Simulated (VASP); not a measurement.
Write the native input for VASP 6.6.1 that does the following.

```
Task                   : single point
Functional             : LDA
Potentials or basis    : VASP PAW LDA potentials, release 64 (Sn_d)
Cutoff                 : 520 eV
k mesh                 : 9 × 9 × 9
Occupations            : gaussian, width 0.3 eV
Spin                   : no spin polarisation
Dipole correction      : no
Further INCAR settings : ALGO = Normal; EDIFF = 1e-07; NBANDS = 21
```

The structure of Sn lies in POSCAR:

```
Sn
1.0
    0.0000000000      3.2380799619      3.2380799619
    3.2380799619      0.0000000000      3.2380799619
    3.2380799619      3.2380799619      0.0000000000
Sn
2
Direct
    0.5000000000      0.5000000000      0.5000000000
    0.7500000000      0.7500000000      0.7500000000
```

The input as run:

INCAR

```
SYSTEM = Sn
ALGO     = Normal         ! electronic algorithm
EDIFF    = 1E-7           ! SCF threshold, eV
ENCUT    = 520            ! plane-wave cutoff, eV
ISIF     = 2              ! what is computed and relaxed
ISMEAR   = 0              ! smearing method
LASPH    = .True.         ! aspherical terms in the spheres
LCHARG   = .False.        ! write CHGCAR
LREAL    = .False.        ! projectors in reciprocal space
LWAVE    = .False.        ! write WAVECAR
NBANDS   = 21             ! bands
NELM     = 80             ! most SCF steps
PREC     = Accurate       ! precision mode
SIGMA    = 0.3            ! smearing width, eV
```

KPOINTS

```
k-points
0
Gamma
  9 9 9
  0 0 0
```

Potentials or basis: VASP PAW LDA potentials, release 64 (Sn_d).

Run with:

```console
$ cat potpaw_LDA.64/Sn_d/POTCAR > POTCAR
$ mpirun -np 1 vasp_std > vasp.out
```

Results of the run:

The pressure is 0.0 GPa. The band gap on the k mesh is zero (band 14 reaches 5.52 eV, above the bottom of band 15 at 5.36 eV).

Caveat: spin-orbit coupling is left out, which moves the levels of the heavy elements.

Wall time 36 s on 1 thread of Intel(R) Xeon(R) Platinum 8488C (Sapphire Rapids), on a shared host, peak memory 0.19 GiB.
